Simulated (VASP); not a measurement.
Crystal: As2Se.

```xyz
3
Lattice="-1.8780 1.8780 4.6070 1.8780 -1.8780 4.6070 1.8780 1.8780 -4.6070" Properties=species:S:1:pos:R:3 pbc="T T T"
As    0.0000    0.0000    6.1272
As    0.0000    0.0000    3.0867
Se    0.0000    0.0000    0.0000
```

| Quantity | Value |
| --- | --- |
| Program | VASP 6.6.1 |
| Task | relaxation of cell and atoms |
| Functional | PBE |
| Potentials or basis | VASP PAW PBE potentials, release 64 (As, Se) |
| Cutoff | 600 eV |
| k mesh | 6 × 6 × 6 |
| Occupations | gaussian, width 0.1 eV |
| Spin | no spin polarisation |

At the start: pressure -5.2 GPa; volume 21.66 Å³/atom.

Problem. How do energy, volume and symmetry change on relaxing?

Solution. Over 3 steps the energy falls by 31.1 meV/atom and the volume is 19.97 Å³/atom (-7.8 %); space group I4/mmm (No. 139, to 0.05 Å).

Step by step:
| step | energy change (eV) | largest force (eV/Å) | pressure (GPa) | volume (Å³) |
| --- | --- | --- | --- | --- |
| 1 | 0.0000 | 0.0161 | -5.23 | 64.99 |
| 2 | -0.0847 | 0.0302 | 1.92 | 58.56 |
| 3 | -0.0932 | 0.0020 | 0.04 | 59.92 |

Final structure:
```cif
data_structure
_symmetry_space_group_name_H-M 'P 1'
_symmetry_Int_Tables_number 1
_cell_length_a 5.1498
_cell_length_b 5.1498
_cell_length_c 5.1498
_cell_angle_alpha 138.245
_cell_angle_beta 138.245
_cell_angle_gamma 60.527
_cell_volume 59.92
loop_
_atom_site_label
_atom_site_type_symbol
_atom_site_fract_x
_atom_site_fract_y
_atom_site_fract_z
_atom_site_occupancy
As1 As 0.66493 0.66493 0.00000 1
As2 As 0.33507 0.33507 0.00000 1
Se1 Se 0.00000 0.00000 0.00000 1
```

Caveat: the k points lie up to 0.40 Å⁻¹ apart in the final cell.
